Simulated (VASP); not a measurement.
# AlSn (P-6m2) in VASP: a series of runs

AlSn is run at these levels: PBEsol; tasks: electric field gradients.

Everything below comes from runs of VASP 6.6.1. Logs are shortened: lines on timing, memory, paths and dates and some standing lists are left out, and cuts for length are marked.

### 1 The cell of the first run

The structure is hexagonal, space group P-6m2 (No. 187). The conventional cell has a = 4.141 Å, b = 4.141 Å, c = 3.262 Å, α = 90.00°, β = 90.00°, γ = 120.00°. Within 3.8 Å of Al (site symmetry -6m2) lie 6 Sn at 2.89 Å and 2 Al at 3.26 Å. Within 3.8 Å of Sn (site symmetry -6m2) lie 6 Al at 2.89 Å and 2 Sn at 3.26 Å.

### 2 Electric field gradients, PBEsol (volume scaled by 0.96)

File INCAR:

```
PREC = Accurate ; ENCUT = 520
EDIFF = 1E-8 ; ISMEAR = -1
SIGMA = 0.05 ; LREAL = F
LASPH = T ; NELM = 80
ALGO = Normal ; ISIF = 2
LWAVE = F ; LCHARG = F
GGA = PS ; LEFG = T
NBANDS = 16
```

File KPOINTS:

```
Automatic mesh
0
Gamma
  11 11 12
```

File POSCAR:

```
AlSn
1.0
    4.1413675035      0.0000000000      0.0000000000
   -2.0706837517      3.5865294644      0.0000000000
    0.0000000000      0.0000000000      3.2621543998
Al Sn
1 1
Direct
    0.0000000000      0.0000000000      0.0000000000
    0.3333333333      0.6666666667      0.5000000000
```

Potentials or basis: VASP PAW PBE potentials, release 64 (Al, Sn_d).

Run with:

```console
$ cat potpaw_PBE.64/Al/POTCAR potpaw_PBE.64/Sn_d/POTCAR > POTCAR
$ mpirun -np 1 vasp_std > vasp.out
```

OUTCAR:

```text
PREC = Accurate
   ENCUT = 520
   EDIFF = 1E-8
   ISMEAR = -1
   LREAL = F
   LASPH = T
   NELM = 80
   ISIF = 2
   GGA = PS

 ion  position               nearest neighbor table
   1  0.000  0.000  0.000-   2 2.89   2 2.89   2 2.89   2 2.89   2 2.89   2 2.89
   2  0.333  0.667  0.500-   1 2.89   1 2.89   1 2.89   1 2.89   1 2.89   1 2.89

  LATTYP: Found a hexagonal cell.
 ALAT       =     4.1413675035
 C/A-ratio  =     0.7876998110

  Lattice vectors:

 A1 = (   4.1413675035,   0.0000000000,   0.0000000000)
 A2 = (  -2.0706837517,   3.5865294644,   0.0000000000)
 A3 = (   0.0000000000,   0.0000000000,   3.2621543998)

Analysis of symmetry for initial positions (statically):
=====================================================================
 Subroutine PRICEL returns:
 Original cell was already a primitive cell.

 Routine SETGRP: Setting up the symmetry group for a
 hexagonal supercell.

 Subroutine GETGRP returns: Found 12 space group operations
 (whereof 12 operations were pure point group operations)
 out of a pool of 24 trial point group operations.

The static configuration has the point symmetry D_3h.

Analysis of symmetry for dynamics (positions and initial velocities):
=====================================================================
 Subroutine PRICEL returns:
 Original cell was already a primitive cell.

 Routine SETGRP: Setting up the symmetry group for a
 hexagonal supercell.

 Subroutine GETGRP returns: Found 12 space group operations
 (whereof 12 operations were pure point group operations)
 out of a pool of 24 trial point group operations.

The dynamic configuration has the point symmetry D_3h.

 Subroutine INISYM returns: Found 12 space group operations
 (whereof 12 operations are pure point group operations),
 and found     1 'primitive' translations

----------------------------------------------------------------------------------------

                                     Primitive cell

  volume of cell :      48.4532

  direct lattice vectors                    reciprocal lattice vectors
     4.141367503  0.000000000  0.000000000     0.241466134  0.139410537  0.000000000
    -2.070683752  3.586529464  0.000000000     0.000000000  0.278821075  0.000000000
     0.000000000  0.000000000  3.262154400     0.000000000  0.000000000  0.306545883

  length of vectors
     4.141367503  4.141367503  3.262154400     0.278821075  0.278821075  0.306545883

  position of ions in fractional coordinates (direct lattice)
     0.000000000  0.000000000  0.000000000
     0.333333333  0.666666667  0.500000000

  ion indices of the primitive-cell ions
   primitive index   ion index
                 1           1
                 2           2

----------------------------------------------------------------------------------------

 KPOINTS: Automatic mesh

Automatic generation of k-mesh.
 Grid dimensions read from file:
 generate k-points for:   11   11   12

 Generating k-lattice:

  Cartesian coordinates                     Fractional coordinates (reciprocal lattice)
     0.021951467  0.012673685  0.000000000     0.090909091 -0.000000000  0.000000000
     0.000000000  0.025347370  0.000000000     0.000000000  0.090909091  0.000000000
     0.000000000  0.000000000  0.025545490     0.000000000  0.000000000  0.083333333

  Length of vectors
     0.025347370  0.025347370  0.025545490

  Shift w.r.t. Gamma in fractional coordinates (k-lattice)
     0.000000000  0.000000000  0.000000000

 Subroutine IBZKPT returns following result:
 ===========================================

 Found    112 irreducible k-points:

 Following reciprocal coordinates:
            Coordinates               Weight
  0.000000  0.000000  0.000000      1.000000
  0.090909  0.000000  0.000000      6.000000
  0.181818 -0.000000  0.000000      6.000000
  0.272727  0.000000  0.000000      6.000000
  0.363636  0.000000  0.000000      6.000000
  0.454545  0.000000  0.000000      6.000000
[... 16 lines left out ...]
  0.090909  0.090909  0.083333     12.000000
  0.181818  0.090909  0.083333     24.000000
 [... further k-points ...]
   k-points           NKPTS =    112   k-points in BZ     NKDIM =    112   number of bands    NBANDS=     16
   number of dos      NEDOS =    301   number of ions     NIONS =      2
   total plane-waves  NPLWV =  24576
   dimension x,y,z NGX =    32 NGY =   32 NGZ =   24
   dimension x,y,z NGXF=    64 NGYF=   64 NGZF=   48
   ions per type =               1   1
   NGX,Y,Z   is equivalent  to a cutoff of  12.85, 12.85, 12.23 a.u.
   NGXF,Y,Z  is equivalent  to a cutoff of  25.69, 25.69, 24.46 a.u.
 SYSTEM =  unknown system
   PREC   = accura    normal or accurate (medium, high low for compatibility)
   ISTART =      0    job   : 0-new  1-cont  2-samecut
   ICHARG =      2    charge: 1-file 2-atom 10-const
   ISPIN  =      1    spin polarized calculation?
   LNONCOLLINEAR =      F non collinear calculations
   LSORBIT =      F    spin-orbit coupling
   LASPH  =      T    aspherical Exc in radial PAW
   ENCUT  =  520.0 eV  38.22 Ry    6.18 a.u.   7.70  7.70  6.07*2*pi/ulx,y,z
   NELM   =     80;   NELMIN=  2; NELMDL= -5     # of ELM steps
   EDIFF  = 0.1E-07   stopping-criterion for ELM
   LREAL  =      F    real-space projection
   EDIFFG = 0.1E-06   stopping-criterion for IOM
   NSW    =      0    number of steps for IOM
   IBRION =     -1    ionic relax: 0-MD 1-quasi-New 2-CG
   NFREE  =      0    steps in history (QN), initial steepest desc. (CG)
   ISIF   =      2    stress and relaxation
   ISYM   =      2    0-nonsym 1-usesym 2-fastsym
   POTIM  = 0.5000    time-step for ionic-motion
   TEBEG  =    0.0;   TEEND  =   0.0 temperature during run
   PSTRESS=    0.0 pullay stress
   NELECT =      17.0000    total number of electrons
   NUPDOWN=      -1.0000    fix difference up-down
   EMIN   =  10.00;   EMAX   =-10.00  energy-range for DOS
   EFERMI =   0.00;   METHOD = LEGACY
   ISMEAR =    -1;   SIGMA  =   0.05  broadening in eV -4-tet -1-fermi 0-gaus
   EFERMI_NEDOS =   21; number of points for ismear=-14 and -15
   IALGO  =     38    algorithm
   IMIX   =      4    mixing-type and parameters
     AMIX     =   0.40;   BMIX     =  1.00
     AMIX_MAG =   1.60;   BMIX_MAG =  1.00
  volume/ion in A,a.u.               =      24.23       163.49
  Fermi-wavevector in a.u.,A,eV,Ry     =   1.154650  2.181972 18.139504  1.333216
  Thomas-Fermi vector in A             =   2.291284
   LORBIT       =      0    0 simple, 1 ext, 2 COOP (PROOUT), +10 PAW based schemes
   GGA     = PS    functional components
   LHFCALC =     F    Hartree Fock is set to
   AEXX    =    0.0000 exact exchange contribution
   IVDW    =     0    specifies the selected vdW correction
   LEPSILON=     F    determine dielectric tensor
   LRPA    =     F    only Hartree local field effects (RPA)
 non-spin polarized calculation
  energy-cutoff  :      520.00
  volume of cell :       48.45
 maximum number of plane-waves:      1328
 NGX is ok and might be reduce to    32
   NGX = 15   NGY = 15   NGZ = 13

 number of electron      16.9999999 magnetization

 Free energy of the ion-electron system (eV)
  ---------------------------------------------------
  ext. energy  EPLUGINS =         0.00000000
  ---------------------------------------------------
  free energy    TOTEN  =        -7.96262701 eV

  energy without entropy =       -7.95244744  energy(sigma->0) =       -7.95753723

 E-fermi :   6.7302     XC(G=0):  -9.8549

 val. band max:        6.7054317031   @ k =   0.4545   0.0909   0.4167
 cond. band min:       6.7378197633   @ k =   0.1818  -0.0000   0.2500
 fundamental gap:      0.0323880603
 Fermi energy:         6.7301955524

 k-point     1 :       0.0000    0.0000    0.0000
  band No.  band energies     occupation
      1     -14.5697      2.00000
      2     -14.4352      2.00000
      3     -14.4352      2.00000
      4     -14.4207      2.00000
      5     -14.4207      2.00000
      6      -3.9982      2.00000
[... 8 lines left out ...]
     15      18.7819      0.00000
     16      19.7625      0.00000

 k-point     2 :       0.0909    0.0000    0.0000
  band No.  band energies     occupation
      1     -14.5689      2.00000
      2     -14.4354      2.00000
      3     -14.4333      2.00000
      4     -14.4213      2.00000
      5     -14.4208      2.00000
      6      -3.9091      2.00000
[... 8 lines left out ...]
     15      17.8970      0.00000
     16      19.6801      0.00000
[... 387 lines left out ...]
      5     -14.4261      2.00000
      6      -3.6324      2.00000
[... 8 lines left out ...]
     15      16.0831      0.00000
     16      17.6980      0.00000

 k-point    24 :       0.1818    0.0909    0.0833
  band No.  band energies     occupation
      1     -14.5514      2.00000
      2     -14.4356      2.00000
      3     -14.4293      2.00000
      4     -14.4270      2.00000
      5     -14.4238      2.00000
      6      -3.2868      2.00000
[... 8 lines left out ...]
     15      16.4456      0.00000
     16      17.1570      0.00000

 [... further k-points ...]
[... 5 lines left out ...]
  --------------------------------------------------------------------------------------
  -------------------------------------------------------------------------------------
  Total        0.1080220      0.1080220     -0.2193088      0.0000000      0.0000000      0.0000000
  in kB        3.5719084      3.5719084     -7.2517695      0.0000000      0.0000000      0.0000000
  external PRESSURE =      -0.0359843 kB  Pullay stress =       0.0000000 kB

 VOLUME and BASIS-vectors are now :
 -----------------------------------------------------------------------------
  energy-cutoff  :      520.00
  volume of cell :       48.45
      direct lattice vectors                 reciprocal lattice vectors
     4.141367503  0.000000000  0.000000000     0.241466134  0.139410537  0.000000000
    -2.070683752  3.586529464  0.000000000     0.000000000  0.278821075  0.000000000
     0.000000000  0.000000000  3.262154400     0.000000000  0.000000000  0.306545883

 POSITION                                       TOTAL-FORCE (eV/Angst)
 -----------------------------------------------------------------------------------
      0.00000      0.00000      0.00000        -0.000000      0.000000      0.000000
     -0.00000      2.39102      1.63108         0.000000     -0.000000      0.000000
 -----------------------------------------------------------------------------------
    total drift:                                0.000000     -0.000000     -0.000000

  FREE ENERGIE OF THE ION-ELECTRON SYSTEM (eV)
  ---------------------------------------------------
  free  energy   TOTEN  =        -7.9626270138 eV

  energy  without entropy=       -7.9524474400  energy(sigma->0) =       -7.95753723

 Electric field gradients (V/A^2)
---------------------------------------------------------------------
 ion       V_xx      V_yy      V_zz      V_xy      V_xz      V_yz
---------------------------------------------------------------------
   1      -3.038    -3.038     6.076     0.000    -0.000    -0.000
   2     -39.022   -39.024    78.046    -0.001     0.000    -0.000
---------------------------------------------------------------------

 Electric field gradients after diagonalization (V/A^2)
 (convention: |V_zz| > |V_xx| > |V_yy|)
----------------------------------------------------------------------
 ion       V_xx      V_yy      V_zz     asymmetry (V_yy - V_xx)/ V_zz
----------------------------------------------------------------------
   1      -3.038    -3.038     6.076       0.000
   2     -39.025   -39.021    78.046       0.000
----------------------------------------------------------------------

           NMR quadrupolar parameters

 Cq : quadrupolar parameter    Cq=e*Q*V_zz/h
 eta: asymmetry parameters     (V_yy - V_xx)/ V_zz
 Q  : nuclear electric quadrupole moment in mb (millibarn)
----------------------------------------------------------------------
 ion       Cq(MHz)       eta       Q (mb)
----------------------------------------------------------------------
   1       0.015       0.000       1.000
   2       0.189       0.000       1.000
----------------------------------------------------------------------
```

Run time: 23 s. Hardware: 1 thread of Intel Xeon 6975P-C (Granite Rapids), shared host; peak memory 0.22 GiB.

Results:

```yaml
Free_energy: -7.9626 eV
Pressure: 0.0 GPa
```

Levels at points of the mesh, in eV from the Fermi level:
```tsv
k point	band 4	band 5	band 6	band 7	band 8	band 9	band 10	band 11	band 12	band 13
(0.00, 0.00, 0.00)	-21.15	-21.15	-10.73	-0.23	-0.23	0.93	2.68	3.16	3.16	5.23
(0.00, 0.00, 0.50)	-21.16	-21.10	-7.58	-6.40	2.82	2.82	3.71	3.71	4.00	4.37
```

Electric field gradients, principal values (V/Å²):
```tsv
atom	least	middle	greatest (by size)
1 Al	-3.038	-3.038	6.076
2 Sn	-39.021	-39.025	78.046
```

Caveat: without QUAD_EFG the Cq values of the log hold for a quadrupole moment of 1 mb, not for the nuclei; the PAW data sets were made with another functional, which shifts forces and pressure a little; spin-orbit coupling is left out, which moves the levels of the heavy elements.

[end of part 1 of 4]
